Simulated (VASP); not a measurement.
# Li3Os (P6_3/mcm) in VASP: single point with PBE

Aim: the single point of Li3Os with PBE.

Everything below comes from runs of VASP 6.6.1. Logs are shortened: lines on timing, memory, paths and dates and some standing lists are left out, and cuts for length are marked.

## 1. The cell of the first run

It takes space group P6_3/mcm (No. 193, hexagonal). The conventional cell has a = 5.111 Å, b = 5.111 Å, c = 4.617 Å, α = 90.00°, β = 90.00°, γ = 120.00°. Li (site symmetry m2m) has 2 Os at 1.97 Å within 2.6 Å. Os (site symmetry -3m) has 6 Li at 1.97 Å and 2 Os at 2.31 Å within 2.6 Å.

## 2. Single point, PBE

The input, INCAR:

```
ALGO = Fast
EDIFF = 1E-6
ENCUT = 520
GGA = PE
ISIF = 2
ISMEAR = 0
LASPH = True
LCHARG = False
LREAL = False
LWAVE = False
NBANDS = 27
NELM = 60
PREC = Accurate
SIGMA = 0.1
```

The input, KPOINTS:

```
k-points
0
Gamma
  6 6 4
```

The input, POSCAR:

```
Li3Os
1.0
    5.1106738684      0.0000000000      0.0000000000
   -2.5553369343      4.4259734005      0.0000000000
    0.0000000000      0.0000000000      4.6169689901
Li Os
6 2
Direct
    0.3115000000      0.3115000000      0.2500000000
    0.0000000000      0.3115000000      0.7500000000
    0.6885000000      0.0000000000      0.2500000000
    0.6885000000      0.6885000000      0.7500000000
    0.0000000000      0.6885000000      0.2500000000
    0.3115000000      0.0000000000      0.7500000000
    0.0000000000      0.0000000000      0.0000000000
    0.0000000000      0.0000000000      0.5000000000
```

Potentials or basis: VASP PAW PBE potentials, release 64 (Li_sv, Os).

Command:

```
> cat potpaw_PBE.64/Li_sv/POTCAR potpaw_PBE.64/Os/POTCAR > POTCAR
> mpirun -np 1 vasp_std > vasp.out
```

OUTCAR:

```text
EDIFF = 1E-6
   ENCUT = 520
   GGA = PE
   ISIF = 2
   ISMEAR = 0
   LASPH = True
   LREAL = False
   NELM = 60
   PREC = Accurate

 ion  position               nearest neighbor table
   1  0.312  0.312  0.250-   7 1.97   8 1.97
   2  0.000  0.312  0.750-   7 1.97   8 1.97
   3  0.688  0.000  0.250-   7 1.97   8 1.97
   4  0.688  0.688  0.750-   7 1.97   8 1.97
   5  0.000  0.688  0.250-   7 1.97   8 1.97
   6  0.312  0.000  0.750-   7 1.97   8 1.97
   7  0.000  0.000  0.000-   1 1.97   4 1.97   3 1.97   6 1.97   5 1.97   2 1.97   8 2.31   8 2.31

   8  0.000  0.000  0.500-   1 1.97   4 1.97   3 1.97   6 1.97   5 1.97   2 1.97   7 2.31   7 2.31

  LATTYP: Found a hexagonal cell.
 ALAT       =     5.1106738684
 C/A-ratio  =     0.9033973032

  Lattice vectors:

 A1 = (   5.1106738684,   0.0000000000,   0.0000000000)
 A2 = (  -2.5553369343,   4.4259734005,   0.0000000000)
 A3 = (   0.0000000000,   0.0000000000,   4.6169689901)

Analysis of symmetry for initial positions (statically):
=====================================================================
 Subroutine PRICEL returns:
 Original cell was already a primitive cell.

 Routine SETGRP: Setting up the symmetry group for a
 hexagonal supercell.

 Subroutine GETGRP returns: Found 24 space group operations
 (whereof 12 operations were pure point group operations)
 out of a pool of 24 trial point group operations.

The static configuration has the point symmetry D_3d.
 The point group associated with its full space group is D_6h.

Analysis of symmetry for dynamics (positions and initial velocities):
=====================================================================
 Subroutine PRICEL returns:
 Original cell was already a primitive cell.

 Routine SETGRP: Setting up the symmetry group for a
 hexagonal supercell.

 Subroutine GETGRP returns: Found 24 space group operations
 (whereof 12 operations were pure point group operations)
 out of a pool of 24 trial point group operations.

The dynamic configuration has the point symmetry D_3d.
 The point group associated with its full space group is D_6h.

 Subroutine INISYM returns: Found 24 space group operations
 (whereof 12 operations are pure point group operations),
 and found     1 'primitive' translations

----------------------------------------------------------------------------------------

                                     Primitive cell

  volume of cell :     104.4345

  direct lattice vectors                    reciprocal lattice vectors
     5.110673868  0.000000000  0.000000000     0.195668913  0.112969500  0.000000000
    -2.555336934  4.425973401  0.000000000     0.000000000  0.225938999  0.000000000
     0.000000000  0.000000000  4.616968990     0.000000000  0.000000000  0.216592315

  length of vectors
     5.110673868  5.110673868  4.616968990     0.225938999  0.225938999  0.216592315

  position of ions in fractional coordinates (direct lattice)
     0.311500000  0.311500000  0.250000000
     1.000000000  0.311500000  0.750000000
     0.688500000  0.000000000  0.250000000
     0.688500000  0.688500000  0.750000000
     1.000000000  0.688500000  0.250000000
     0.311500000  0.000000000  0.750000000
     0.000000000  0.000000000  0.000000000
     0.000000000  0.000000000  0.500000000

  ion indices of the primitive-cell ions
   primitive index   ion index
                 1           1
                 2           2
                 3           3
                 4           4
                 5           5
                 6           6
                 7           7
                 8           8

----------------------------------------------------------------------------------------

 KPOINTS: k-points

Automatic generation of k-mesh.
 Grid dimensions read from file:
 generate k-points for:    6    6    4

 Generating k-lattice:

  Cartesian coordinates                     Fractional coordinates (reciprocal lattice)
     0.032611485  0.018828250  0.000000000     0.166666667  0.000000000  0.000000000
     0.000000000  0.037656500  0.000000000     0.000000000  0.166666667  0.000000000
     0.000000000  0.000000000  0.054148079     0.000000000  0.000000000  0.250000000

  Length of vectors
     0.037656500  0.037656500  0.054148079

  Shift w.r.t. Gamma in fractional coordinates (k-lattice)
     0.000000000  0.000000000  0.000000000

 Subroutine IBZKPT returns following result:
 ===========================================

 Found     21 irreducible k-points:

 Following reciprocal coordinates:
            Coordinates               Weight
  0.000000  0.000000  0.000000      1.000000
  0.166667 -0.000000  0.000000      6.000000
  0.333333 -0.000000  0.000000      6.000000
  0.500000  0.000000  0.000000      3.000000
  0.166667  0.166667  0.000000      6.000000
  0.333333  0.166667  0.000000     12.000000
[... 13 lines left out ...]
  0.333333  0.166667  0.500000     12.000000
  0.333333  0.333333  0.500000      2.000000
   k-points           NKPTS =     21   k-points in BZ     NKDIM =     21   number of bands    NBANDS=     27
   number of dos      NEDOS =    301   number of ions     NIONS =      8
   total plane-waves  NPLWV =  57600
   dimension x,y,z NGX =    40 NGY =   40 NGZ =   36
   dimension x,y,z NGXF=    80 NGYF=   80 NGZF=   72
   ions per type =               6   2
   NGX,Y,Z   is equivalent  to a cutoff of  13.01, 13.01, 12.96 a.u.
   NGXF,Y,Z  is equivalent  to a cutoff of  26.02, 26.02, 25.93 a.u.
 SYSTEM =  unknown system
   PREC   = accura    normal or accurate (medium, high low for compatibility)
   ISTART =      0    job   : 0-new  1-cont  2-samecut
   ICHARG =      2    charge: 1-file 2-atom 10-const
   ISPIN  =      1    spin polarized calculation?
   LNONCOLLINEAR =      F non collinear calculations
   LSORBIT =      F    spin-orbit coupling
   LASPH  =      T    aspherical Exc in radial PAW
   ENCUT  =  520.0 eV  38.22 Ry    6.18 a.u.   9.50  9.50  8.58*2*pi/ulx,y,z
   NELM   =     60;   NELMIN=  2; NELMDL= -5     # of ELM steps
   EDIFF  = 0.1E-05   stopping-criterion for ELM
   LREAL  =      F    real-space projection
   EDIFFG = 0.1E-04   stopping-criterion for IOM
   NSW    =      0    number of steps for IOM
   IBRION =     -1    ionic relax: 0-MD 1-quasi-New 2-CG
   NFREE  =      0    steps in history (QN), initial steepest desc. (CG)
   ISIF   =      2    stress and relaxation
   ISYM   =      2    0-nonsym 1-usesym 2-fastsym
   POTIM  = 0.5000    time-step for ionic-motion
   TEBEG  =    0.0;   TEEND  =   0.0 temperature during run
   PSTRESS=    0.0 pullay stress
   NELECT =      34.0000    total number of electrons
   NUPDOWN=      -1.0000    fix difference up-down
   EMIN   =  10.00;   EMAX   =-10.00  energy-range for DOS
   EFERMI =   0.00;   METHOD = LEGACY
   ISMEAR =     0;   SIGMA  =   0.10  broadening in eV -4-tet -1-fermi 0-gaus
   EFERMI_NEDOS =   21; number of points for ismear=-14 and -15
   IALGO  =     68    algorithm
   IMIX   =      4    mixing-type and parameters
     AMIX     =   0.40;   BMIX     =  1.00
     AMIX_MAG =   1.60;   BMIX_MAG =  1.00
  volume/ion in A,a.u.               =      13.05        88.09
  Fermi-wavevector in a.u.,A,eV,Ry     =   1.126211  2.128231 17.256971  1.268352
  Thomas-Fermi vector in A             =   2.262892
   LORBIT       =      0    0 simple, 1 ext, 2 COOP (PROOUT), +10 PAW based schemes
   GGA     = PE    functional components
   LHFCALC =     F    Hartree Fock is set to
   AEXX    =    0.0000 exact exchange contribution
   IVDW    =     0    specifies the selected vdW correction
   LEPSILON=     F    determine dielectric tensor
   LRPA    =     F    only Hartree local field effects (RPA)
 non-spin polarized calculation
 RMM-DIIS sequential band-by-band and
 Gauss-broadening in eV      SIGMA  =   0.10
  energy-cutoff  :      520.00
  volume of cell :      104.43
 maximum number of plane-waves:      2862
 NGX is ok and might be reduce to    40
   NGX = 19   NGY = 19   NGZ = 17

 number of electron      33.9999967 magnetization

 Free energy of the ion-electron system (eV)
  ---------------------------------------------------
  ext. energy  EPLUGINS =         0.00000000
  ---------------------------------------------------
  free energy    TOTEN  =       -19.27768994 eV

  energy without entropy =      -19.27037251  energy(sigma->0) =      -19.27403123

 E-fermi :   3.4478     XC(G=0):  -9.3626

 val. band max:        3.4445089967   @ k =   0.3333   0.1667   0.0000
 cond. band min:       3.6696101466   @ k =   0.5000   0.0000   0.5000
 fundamental gap:      0.2251011498
 Fermi energy:         3.4477777266

 k-point     1 :       0.0000    0.0000    0.0000
  band No.  band energies     occupation
      1     -42.3141      2.00000
      2     -42.2761      2.00000
      3     -42.2761      2.00000
      4     -42.2213      2.00000
      5     -42.2213      2.00000
      6     -42.2188      2.00000
[... 19 lines left out ...]
     26       9.7042      0.00000
     27      10.2883      0.00000

 k-point     2 :       0.1667   -0.0000    0.0000
  band No.  band energies     occupation
      1     -42.3110      2.00000
      2     -42.2760      2.00000
      3     -42.2759      2.00000
      4     -42.2242      2.00000
      5     -42.2224      2.00000
      6     -42.2179      2.00000
[... 19 lines left out ...]
     26       9.2752      0.00000
     27      10.5895      0.00000

 k-point     3 :       0.3333   -0.0000    0.0000
  band No.  band energies     occupation
      1     -42.3044      2.00000
      2     -42.2755      2.00000
      3     -42.2753      2.00000
      4     -42.2312      2.00000
      5     -42.2249      2.00000
      6     -42.2160      2.00000
[... 19 lines left out ...]
     26      10.6855      0.00000
     27      11.1631      0.00000

 k-point     4 :       0.5000    0.0000    0.0000
  band No.  band energies     occupation
      1     -42.3008      2.00000
      2     -42.2748      2.00000
      3     -42.2746      2.00000
      4     -42.2353      2.00000
      5     -42.2261      2.00000
      6     -42.2150      2.00000
[... 19 lines left out ...]
     26      10.9546      0.00000
     27      11.0897      0.00000

 k-point     5 :       0.1667    0.1667    0.0000
  band No.  band energies     occupation
      1     -42.3060      2.00000
      2     -42.2760      2.00000
      3     -42.2752      2.00000
      4     -42.2289      2.00000
      5     -42.2245      2.00000
      6     -42.2165      2.00000
[... 19 lines left out ...]
     26       9.8528      0.00000
     27      11.0321      0.00000

 k-point     6 :       0.3333    0.1667    0.0000
  band No.  band energies     occupation
      1     -42.3006      2.00000
      2     -42.2756      2.00000
      3     -42.2749      2.00000
      4     -42.2335      2.00000
      5     -42.2273      2.00000
      6     -42.2153      2.00000
[... 354 lines left out ...]
      1     -42.2563      2.00000
      2     -42.2563      2.00000
      3     -42.2547      2.00000
      4     -42.2547      2.00000
      5     -42.2500      2.00000
      6     -42.2500      2.00000
[... 19 lines left out ...]
     26      12.0344      0.00000
     27      12.9854      0.00000

 k-point    19 :       0.1667    0.1667    0.5000
  band No.  band energies     occupation
      1     -42.2609      2.00000
      2     -42.2609      2.00000
      3     -42.2502      2.00000
      4     -42.2502      2.00000
      5     -42.2499      2.00000
      6     -42.2499      2.00000
[... 19 lines left out ...]
     26       9.2813      0.00000
     27      12.7110      0.00000

 k-point    20 :       0.3333    0.1667    0.5000
  band No.  band energies     occupation
      1     -42.2571      2.00000
      2     -42.2571      2.00000
      3     -42.2529      2.00000
      4     -42.2529      2.00000
      5     -42.2508      2.00000
      6     -42.2508      2.00000
[... 19 lines left out ...]
     26      10.8367      0.00000
     27      12.6701      0.00000

 k-point    21 :       0.3333    0.3333    0.5000
  band No.  band energies     occupation
      1     -42.2547      2.00000
      2     -42.2547      2.00000
      3     -42.2531      2.00000
      4     -42.2531      2.00000
      5     -42.2530      2.00000
      6     -42.2530      2.00000
[... 19 lines left out ...]
     26      11.0312      0.00000
     27      11.0312      0.00000

------------------------ aborting loop because EDIFF is reached ----------------------------------------

  FORCE on cell =-STRESS in cart. coord.  units (eV):
  Direction    XX          YY          ZZ          XY          YZ          ZX
  --------------------------------------------------------------------------------------
  -------------------------------------------------------------------------------------
  Total       33.8107387     33.8107387     46.5151192     -0.0000000     -0.0000000      0.0000000
  in kB      518.7060538    518.7060538    713.6097842     -0.0000000     -0.0000000      0.0000000
  external PRESSURE =     583.6739639 kB  Pullay stress =       0.0000000 kB

 VOLUME and BASIS-vectors are now :
 -----------------------------------------------------------------------------
  energy-cutoff  :      520.00
  volume of cell :      104.43
      direct lattice vectors                 reciprocal lattice vectors
     5.110673868  0.000000000  0.000000000     0.195668913  0.112969500  0.000000000
    -2.555336934  4.425973401  0.000000000     0.000000000  0.225938999  0.000000000
     0.000000000  0.000000000  4.616968990     0.000000000  0.000000000  0.216592315

 POSITION                                       TOTAL-FORCE (eV/Angst)
 -----------------------------------------------------------------------------------
      0.79599      1.37869      1.15424         3.828356      6.630906     -0.000000
     -0.79599      1.37869      3.46273        -3.828356      6.630906      0.000000
      3.51870      0.00000      1.15424        -7.656711      0.000000      0.000000
      1.75935      3.04728      3.46273        -3.828356     -6.630906      0.000000
     -1.75935      3.04728      1.15424         3.828356     -6.630906      0.000000
      1.59197      0.00000      3.46273         7.656711     -0.000000     -0.000000
      0.00000      0.00000      0.00000        -0.000000      0.000000     -0.000000
      0.00000      0.00000      2.30848        -0.000000      0.000000     -0.000000
 -----------------------------------------------------------------------------------
    total drift:                                0.000000      0.000000      0.000000

  FREE ENERGIE OF THE ION-ELECTRON SYSTEM (eV)
  ---------------------------------------------------
  free  energy   TOTEN  =       -19.2776899442 eV

  energy  without entropy=      -19.2703725130  energy(sigma->0) =      -19.27403123
```

Run time: 3.5 min. Hardware: 1 thread of Intel Xeon Platinum 8375C at 2.90GHz (Ice Lake), shared host; peak memory 0.25 GiB.

What came out:

```
Free energy            : -19.2777 eV
Largest force          : 7.657 eV/Å
Band gap on the k mesh : zero (band 17 reaches 5.28 eV, above the bottom of band 18 at 1.67 eV)
```

Forces on the atoms (eV/Å):
```
Li   3.828  6.631  0.000
Li  -3.828  6.631  0.000
Li  -7.657  0.000  0.000
Li  -3.828 -6.631  0.000
Li   3.828 -6.631  0.000
Li   7.657  0.000  0.000
Os   0.000  0.000  0.000
Os   0.000  0.000  0.000
```

Caveat: the cutoff is under 1.25 times the usual one of these potentials, so pressure, stress and relaxed cells hold a basis-set (Pulay) error; spin-orbit coupling is left out, which moves the levels of the heavy elements; forces of over 1 eV/Å act on the atoms, so gaps and moduli don't describe the material at rest.
